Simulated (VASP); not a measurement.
# CoSi2 in VASP: notebook

CoSi2 is run at these levels: PBE; tasks: single point.

All numbers are computed with VASP 6.6.1; they aren't measurements. Logs are shortened: lines on timing, memory, paths and dates and some standing lists are left out, and cuts for length are marked.

### Step 1. The cell of the first run

Symmetry: I4mm, No. 107, tetragonal system. Conventional cell: a = 3.790 Å, b = 3.790 Å, c = 5.360 Å, α = 90.00°, β = 90.00°, γ = 90.00°. Co (site symmetry 4mm) has 8 Si at 2.20 to 2.46 Å within 2.9 Å. Si (site symmetry 2mm) has 4 Co at 2.20 to 2.46 Å and 6 Si at 2.68 Å within 2.9 Å.

### Step 2. Single point, PBE (atoms displaced along a vibrational mode)

INCAR

```
SYSTEM = CoSi2
ALGO = Normal
EDIFF = 1E-6
ENCUT = 520
GGA = PE
ISIF = 2
ISMEAR = 0
LASPH = .True.
LCHARG = .False.
LREAL = .False.
LWAVE = .False.
NBANDS = 16
NELM = 60
PREC = Accurate
SIGMA = 0.15
```

KPOINTS

```
k-points
0
Gamma
  12 12 12
  0 0 0
```

POSCAR

```
CoSi2
1.0
    0.0000000000      2.6801763726      2.6801763726
    2.6801763726      0.0000000000      2.6801763726
    2.6801763726      2.6801763726      0.0000000000
Co Si
1 2
Direct
   -0.0208035254      0.0208035254     -0.0208035254
    0.2718269218      0.2281730782      0.2718269218
    0.7718269218      0.7281730782      0.7718269218
```

Potentials or basis: VASP PAW PBE potentials, release 64 (Co, Si).

On the command line:

```console
$ cat potpaw_PBE.64/Co/POTCAR potpaw_PBE.64/Si/POTCAR > POTCAR
$ mpirun -np 1 vasp_std > vasp.out
```

OUTCAR:

```text
SYSTEM = CoSi2
   EDIFF = 1E-6
   ENCUT = 520
   GGA = PE
   ISIF = 2
   ISMEAR = 0
   LASPH = .True.
   LREAL = .False.
   NELM = 60
   PREC = Accurate

 ion  position               nearest neighbor table
   1  0.979  0.021  0.979-   2 2.20   2 2.20   3 2.20   3 2.20   3 2.46   3 2.46   2 2.46   2 2.46

   2  0.272  0.228  0.272-   1 2.20   1 2.20   1 2.46   1 2.46   3 2.68   3 2.68   3 2.68   3 2.68
                             3 2.68   3 2.68
   3  0.772  0.728  0.772-   1 2.20   1 2.20   1 2.46   1 2.46   2 2.68   2 2.68   2 2.68   2 2.68
                             2 2.68   2 2.68

  LATTYP: Found a face centered cubic cell.
 ALAT       =     5.3603527452

  Lattice vectors:

 A1 = (   0.0000000000,   2.6801763726,   2.6801763726)
 A2 = (   2.6801763726,   0.0000000000,   2.6801763726)
 A3 = (   2.6801763726,   2.6801763726,   0.0000000000)

Analysis of symmetry for initial positions (statically):
=====================================================================
 Subroutine PRICEL returns:
 Original cell was already a primitive cell.

 Routine SETGRP: Setting up the symmetry group for a
 face centered cubic supercell.

 Subroutine GETGRP returns: Found  8 space group operations
 (whereof  8 operations were pure point group operations)
 out of a pool of 48 trial point group operations.

The static configuration has the point symmetry C_4v.

Analysis of symmetry for dynamics (positions and initial velocities):
=====================================================================
 Subroutine PRICEL returns:
 Original cell was already a primitive cell.

 Routine SETGRP: Setting up the symmetry group for a
 face centered cubic supercell.

 Subroutine GETGRP returns: Found  8 space group operations
 (whereof  8 operations were pure point group operations)
 out of a pool of 48 trial point group operations.

The dynamic configuration has the point symmetry C_4v.

 Subroutine INISYM returns: Found  8 space group operations
 (whereof  8 operations are pure point group operations),
 and found     1 'primitive' translations

----------------------------------------------------------------------------------------

                                     Primitive cell

  volume of cell :      38.5053

  direct lattice vectors                    reciprocal lattice vectors
     0.000000000  2.680176373  2.680176373    -0.186554887  0.186554887  0.186554887
     2.680176373  0.000000000  2.680176373     0.186554887 -0.186554887  0.186554887
     2.680176373  2.680176373  0.000000000     0.186554887  0.186554887 -0.186554887

  length of vectors
     3.790341776  3.790341776  3.790341776     0.323122542  0.323122542  0.323122542

  position of ions in fractional coordinates (direct lattice)
     0.979196475  0.020803525  0.979196475
     0.271826922  0.228173078  0.271826922
     0.771826922  0.728173078  0.771826922

  ion indices of the primitive-cell ions
   primitive index   ion index
                 1           1
                 2           2
                 3           3

----------------------------------------------------------------------------------------

 KPOINTS: k-points

Automatic generation of k-mesh.
 Grid dimensions read from file:
 generate k-points for:   12   12   12

 Generating k-lattice:

  Cartesian coordinates                     Fractional coordinates (reciprocal lattice)
    -0.015546241  0.015546241  0.015546241     0.083333333  0.000000000  0.000000000
     0.015546241 -0.015546241  0.015546241     0.000000000  0.083333333  0.000000000
     0.015546241  0.015546241 -0.015546241     0.000000000  0.000000000  0.083333333

  Length of vectors
     0.026926879  0.026926879  0.026926879

  Shift w.r.t. Gamma in fractional coordinates (k-lattice)
     0.000000000  0.000000000  0.000000000

 Subroutine IBZKPT returns following result:
 ===========================================

 Found    163 irreducible k-points:

 Following reciprocal coordinates:
            Coordinates               Weight
  0.000000  0.000000  0.000000      1.000000
  0.083333  0.000000  0.000000      8.000000
  0.166667  0.000000  0.000000      8.000000
  0.250000  0.000000  0.000000      8.000000
  0.333333  0.000000  0.000000      8.000000
  0.416667  0.000000  0.000000      8.000000
[... 16 lines left out ...]
  0.083333  0.000000 -0.333333      8.000000
 -0.250000  0.083333  0.000000     16.000000
 [... further k-points ...]
   k-points           NKPTS =    163   k-points in BZ     NKDIM =    163   number of bands    NBANDS=     16
   number of dos      NEDOS =    301   number of ions     NIONS =      3
   total plane-waves  NPLWV =  21952
   dimension x,y,z NGX =    28 NGY =   28 NGZ =   28
   dimension x,y,z NGXF=    56 NGYF=   56 NGZF=   56
   ions per type =               1   2
   NGX,Y,Z   is equivalent  to a cutoff of  12.28, 12.28, 12.28 a.u.
   NGXF,Y,Z  is equivalent  to a cutoff of  24.56, 24.56, 24.56 a.u.
 SYSTEM =  CoSi2
   PREC   = accura    normal or accurate (medium, high low for compatibility)
   ISTART =      0    job   : 0-new  1-cont  2-samecut
   ICHARG =      2    charge: 1-file 2-atom 10-const
   ISPIN  =      1    spin polarized calculation?
   LNONCOLLINEAR =      F non collinear calculations
   LSORBIT =      F    spin-orbit coupling
   LASPH  =      T    aspherical Exc in radial PAW
   ENCUT  =  520.0 eV  38.22 Ry    6.18 a.u.   7.05  7.05  7.05*2*pi/ulx,y,z
   NELM   =     60;   NELMIN=  2; NELMDL= -5     # of ELM steps
   EDIFF  = 0.1E-05   stopping-criterion for ELM
   LREAL  =      F    real-space projection
   EDIFFG = 0.1E-04   stopping-criterion for IOM
   NSW    =      0    number of steps for IOM
   IBRION =     -1    ionic relax: 0-MD 1-quasi-New 2-CG
   NFREE  =      0    steps in history (QN), initial steepest desc. (CG)
   ISIF   =      2    stress and relaxation
   ISYM   =      2    0-nonsym 1-usesym 2-fastsym
   POTIM  = 0.5000    time-step for ionic-motion
   TEBEG  =    0.0;   TEEND  =   0.0 temperature during run
   PSTRESS=    0.0 pullay stress
   NELECT =      17.0000    total number of electrons
   NUPDOWN=      -1.0000    fix difference up-down
   EMIN   =  10.00;   EMAX   =-10.00  energy-range for DOS
   EFERMI =   0.00;   METHOD = LEGACY
   ISMEAR =     0;   SIGMA  =   0.15  broadening in eV -4-tet -1-fermi 0-gaus
   EFERMI_NEDOS =   21; number of points for ismear=-14 and -15
   IALGO  =     38    algorithm
   IMIX   =      4    mixing-type and parameters
     AMIX     =   0.40;   BMIX     =  1.00
     AMIX_MAG =   1.60;   BMIX_MAG =  1.00
  volume/ion in A,a.u.               =      12.84        86.62
  Fermi-wavevector in a.u.,A,eV,Ry     =   1.246573  2.355682 21.142700  1.553945
  Thomas-Fermi vector in A             =   2.380744
   LORBIT       =      0    0 simple, 1 ext, 2 COOP (PROOUT), +10 PAW based schemes
   GGA     = PE    functional components
   LHFCALC =     F    Hartree Fock is set to
   AEXX    =    0.0000 exact exchange contribution
   IVDW    =     0    specifies the selected vdW correction
   LEPSILON=     F    determine dielectric tensor
   LRPA    =     F    only Hartree local field effects (RPA)
 non-spin polarized calculation
 Gauss-broadening in eV      SIGMA  =   0.15
  energy-cutoff  :      520.00
  volume of cell :       38.51
 maximum number of plane-waves:      1056
   NGX = 15   NGY = 15   NGZ = 15

 number of electron      16.9999998 magnetization

 Free energy of the ion-electron system (eV)
  ---------------------------------------------------
  ext. energy  EPLUGINS =         0.00000000
  ---------------------------------------------------
  free energy    TOTEN  =       -18.99729317 eV

  energy without entropy =      -18.98542003  energy(sigma->0) =      -18.99135660

 E-fermi :  10.0723     XC(G=0): -11.7270

 val. band max:       10.0694217748   @ k =   0.2500   0.0833   0.4167
 cond. band min:      10.1137523867   @ k =   0.0833   0.0000   0.4167
 fundamental gap:      0.0443306119
 Fermi energy:        10.0723190080

 k-point     1 :       0.0000    0.0000    0.0000
  band No.  band energies     occupation
      1      -3.0393      2.00000
      2       5.8862      2.00000
      3       6.0150      2.00000
      4       6.0150      2.00000
      5       8.0522      2.00000
      6       8.1095      2.00000
[... 8 lines left out ...]
     15      15.8039      0.00000
     16      15.8419      0.00000

 k-point     2 :       0.0833    0.0000    0.0000
  band No.  band energies     occupation
      1      -2.9341      2.00000
      2       5.6865      2.00000
      3       5.9941      2.00000
      4       6.0507      2.00000
      5       8.0188      2.00000
      6       8.0793      2.00000
[... 8 lines left out ...]
     15      15.5320      0.00000
     16      15.8296      0.00000

 k-point     3 :       0.1667    0.0000    0.0000
  band No.  band energies     occupation
      1      -2.6204      2.00000
      2       5.0078      2.00000
      3       6.0880      2.00000
      4       6.1480      2.00000
      5       7.9443      2.00000
      6       8.0127      2.00000
[... 8 lines left out ...]
     15      15.7717      0.00000
     16      16.4665      0.00000

 k-point     4 :       0.2500    0.0000    0.0000
  band No.  band energies     occupation
      1      -2.1046      2.00000
      2       4.0348      2.00000
      3       6.2268      2.00000
      4       6.2761      2.00000
      5       7.8944      2.00000
      6       7.9716      2.00000
[... 8 lines left out ...]
     15      16.7892      0.00000
     16      17.6061      0.00000

 k-point     5 :       0.3333    0.0000    0.0000
  band No.  band energies     occupation
      1      -1.3985      2.00000
      2       2.8992      2.00000
      3       6.3562      2.00000
      4       6.3859      2.00000
      5       7.9423      2.00000
      6       8.0173      2.00000
[... 8 lines left out ...]
     15      18.0909      0.00000
     16      18.8096      0.00000

 k-point     6 :       0.4167    0.0000    0.0000
  band No.  band energies     occupation
      1      -0.5269      2.00000
      2       1.7244      2.00000
      3       6.4359      2.00000
      4       6.4441      2.00000
      5       7.9296      2.00000
      6       8.0943      2.00000
[... 8 lines left out ...]
     15      19.5019      0.00000
     16      20.1455      0.00000

 k-point     7 :       0.5000    0.0000    0.0000
  band No.  band energies     occupation
      1       0.2724      2.00000
      2       0.8161      2.00000
      3       6.4593      2.00000
      4       6.4606      2.00000
      5       7.8041      2.00000
      6       8.1982      2.00000
[... 8 lines left out ...]
     15      20.4482      0.00000
     16      21.1687      0.00000

 k-point     8 :       0.0833    0.0833    0.0000
  band No.  band energies     occupation
      1      -2.8989      2.00000
      2       5.7238      2.00000
      3       5.9390      2.00000
      4       6.0199      2.00000
      5       7.9323      2.00000
      6       8.1348      2.00000
[... 8 lines left out ...]
     15      15.9765      0.00000
     16      16.0860      0.00000

 k-point     9 :       0.0833    0.0000    0.0833
  band No.  band energies     occupation
      1      -2.8993      2.00000
      2       5.6432      2.00000
      3       6.0173      2.00000
      4       6.0173      2.00000
      5       7.9816      2.00000
      6       8.0870      2.00000
[... 8 lines left out ...]
     15      16.0179      0.00000
     16      16.0179      0.00000
[... 172 lines left out ...]
 k-point    19 :       0.0833    0.0000    0.5000
  band No.  band energies     occupation
      1       0.1808      2.00000
      2       1.0749      2.00000
      3       6.3071      2.00000
      4       6.4509      2.00000
      5       7.5426      2.00000
      6       8.1955      2.00000
[... 8 lines left out ...]
     15      20.5171      0.00000
     16      21.0274      0.00000

 k-point    20 :      -0.4167    0.0833    0.0000
  band No.  band energies     occupation
      1      -0.1248      2.00000
      2       1.4154      2.00000
      3       6.2045      2.00000
      4       6.5336      2.00000
      5       7.6770      2.00000
      6       8.0041      2.00000
[... 8 lines left out ...]
     15      19.6275      0.00000
     16      20.6753      0.00000

 k-point    21 :       0.0833    0.0000   -0.4167
  band No.  band energies     occupation
      1      -0.1251      2.00000
      2       1.4173      2.00000
      3       6.2075      2.00000
      4       6.5302      2.00000
      5       7.6682      2.00000
      6       7.9707      2.00000
[... 8 lines left out ...]
     15      19.5785      0.00000
     16      20.7396      0.00000

 k-point    22 :      -0.3333    0.0833    0.0000
  band No.  band energies     occupation
      1      -1.0359      2.00000
      2       2.5540      2.00000
      3       6.1127      2.00000
      4       6.5436      2.00000
      5       7.7740      2.00000
      6       7.9895      2.00000
[... 8 lines left out ...]
     15      18.2828      0.00000
     16      20.4725      0.00000

 k-point    23 :       0.0833    0.0000   -0.3333
  band No.  band energies     occupation
      1      -1.0353      2.00000
      2       2.5600      2.00000
      3       6.1017      2.00000
      4       6.5610      2.00000
      5       7.7267      2.00000
      6       8.0478      2.00000
[... 8 lines left out ...]
     15      18.2494      0.00000
     16      20.5143      0.00000

 k-point    24 :      -0.2500    0.0833    0.0000
  band No.  band energies     occupation
      1      -1.7991      2.00000
      2       3.6779      2.00000
      3       6.0413      2.00000
      4       6.4432      2.00000
      5       7.7052      2.00000
      6       8.0756      2.00000
[... 8 lines left out ...]
     15      17.1455      0.00000
     16      19.0904      0.00000

 [... further k-points ...]
[... 5 lines left out ...]
  --------------------------------------------------------------------------------------
  -------------------------------------------------------------------------------------
  Total        1.1481194      0.5645262      1.1481194     -0.0000000     -0.0000000      0.0000000
  in kB       47.7724486     23.4895443     47.7724486     -0.0000000     -0.0000000      0.0000000
  external PRESSURE =      39.6781472 kB  Pullay stress =       0.0000000 kB

 VOLUME and BASIS-vectors are now :
 -----------------------------------------------------------------------------
  energy-cutoff  :      520.00
  volume of cell :       38.51
      direct lattice vectors                 reciprocal lattice vectors
     0.000000000  2.680176373  2.680176373    -0.186554887  0.186554887  0.186554887
     2.680176373  0.000000000  2.680176373     0.186554887 -0.186554887  0.186554887
     2.680176373  2.680176373  0.000000000     0.186554887  0.186554887 -0.186554887

 POSITION                                       TOTAL-FORCE (eV/Angst)
 -----------------------------------------------------------------------------------
      2.68018      5.24884      2.68018         0.000000      2.657091      0.000000
      1.34009      1.45709      1.34009         0.000000     -1.328546      0.000000
      4.02026      4.13726      4.02026        -0.000000     -1.328546     -0.000000
 -----------------------------------------------------------------------------------
    total drift:                                0.000000     -0.000247      0.000000

  FREE ENERGIE OF THE ION-ELECTRON SYSTEM (eV)
  ---------------------------------------------------
  free  energy   TOTEN  =       -18.9972931708 eV

  energy  without entropy=      -18.9854200318  energy(sigma->0) =      -18.99135660
```

Run time: 51 s. Hardware: 1 thread of Intel Xeon Platinum 8488C (Sapphire Rapids), shared host; peak memory 0.23 GiB.

Results:

```
Free energy            : -18.9973 eV
Pressure               : 4.0 GPa
Largest force          : 2.657 eV/Å
Band gap on the k mesh : zero (an odd number of electrons rules out a gap without spin polarisation)
```

Forces on the atoms (eV/Å):
```
Co   0.000  2.657  0.000
Si   0.000 -1.329  0.000
Si   0.000 -1.329  0.000
```

Levels at points of the mesh, in eV from the Fermi level:
```
           k point  band 5  band 6  band 7  band 8  band 9  band 10  band 11  band 12  band 13  band 14
(0.00, 0.00, 0.00)   -2.02   -1.96    0.60    2.81    2.81     3.56     3.57     3.92     3.92     5.73
(0.50, 0.00, 0.00)   -2.27   -1.87   -1.70   -0.37   -0.27     2.28     3.38     3.78     4.23    10.37
(0.50, 0.50, 0.00)   -3.68   -2.13   -1.95   -1.85   -1.40     1.48     2.87     8.46     9.49     9.55
(0.50, 0.00, 0.50)   -3.75   -1.84   -1.84   -1.82   -1.47     1.45     2.83     8.69     9.46     9.46
```

Caveat: the cell differs from its parent crystal (atoms displaced along a vibrational mode); the cell stands under pressure; an odd number of electrons without spin polarisation forces a metal; a magnetic or distorted state may lie lower. Spin polarisation is off, so any magnetic state and its effect on volume and gap are missing.

### Step 3. Single point, PBE (atoms displaced along a vibrational mode)

INCAR

```
SYSTEM = CoSi2
PREC = Accurate
ENCUT = 520
EDIFF = 1E-7
ISMEAR = 0
SIGMA = 0.15
LREAL = .FALSE.
LASPH = .TRUE.
NELM = 80
ALGO = Normal
ISIF = 2
LWAVE = .FALSE.
LCHARG = .FALSE.
GGA = PE
NBANDS = 16
```

KPOINTS

```
regular mesh
0
G
  12 12 12
  0 0 0
```

POSCAR

```
CoSi2
1.0
    0.0000000000      2.6801763726      2.6801763726
    2.6801763726      0.0000000000      2.6801763726
    2.6801763726      2.6801763726      0.0000000000
Co Si
1 2
Direct
   -0.0156115344      0.0156115344     -0.0156115344
    0.2663795191      0.2336204809      0.2663795191
    0.7663795191      0.7336204809      0.7663795191
```

Potentials or basis: VASP PAW PBE potentials, release 64 (Co, Si).

On the command line:

```console
$ cat potpaw_PBE.64/Co/POTCAR potpaw_PBE.64/Si/POTCAR > POTCAR
$ mpirun -np 1 vasp_std > vasp.out
```

Wall time 52 s (1 thread of Intel Xeon Platinum 8488C (Sapphire Rapids), shared host); peak memory 0.23 GiB.

It converged, with:

```
Free energy            : -19.1299 eV
Pressure               : 2.2 GPa
Largest force          : 1.995 eV/Å
Band gap on the k mesh : zero (an odd number of electrons rules out a gap without spin polarisation)
```

Forces on the atoms (eV/Å):
```
Co   0.000  1.995  0.000
Si   0.000 -0.997  0.000
Si   0.000 -0.997  0.000
```

Stress tensor (GPa, compression positive):
```
2.61 0.00 0.00
0.00 1.27 0.00
0.00 0.00 2.61
```

Levels at points of the mesh, in eV from the Fermi level:
| k point | band 6 | band 7 | band 8 | band 9 | band 10 | band 11 | band 12 | band 13 |
| --- | --- | --- | --- | --- | --- | --- | --- | --- |
| (0.00, 0.00, 0.00) | -1.93 | 0.66 | 2.99 | 2.99 | 3.50 | 3.53 | 3.81 | 3.81 |
| (0.50, 0.00, 0.00) | -1.77 | -1.66 | -0.40 | -0.34 | 2.43 | 3.40 | 3.66 | 4.28 |
| (0.50, 0.50, 0.00) | -2.04 | -1.94 | -1.86 | -1.36 | 1.53 | 2.90 | 8.51 | 9.53 |
| (0.50, 0.00, 0.50) | -1.88 | -1.88 | -1.85 | -1.40 | 1.51 | 2.88 | 8.64 | 9.51 |

Caveat: the cell differs from its parent crystal (atoms displaced along a vibrational mode); an odd number of electrons without spin polarisation forces a metal; a magnetic or distorted state may lie lower.

(Part 1 of 2 ends here.)

The gap in the log of VASP goes by the Fermi energy; the results here count the filled bands.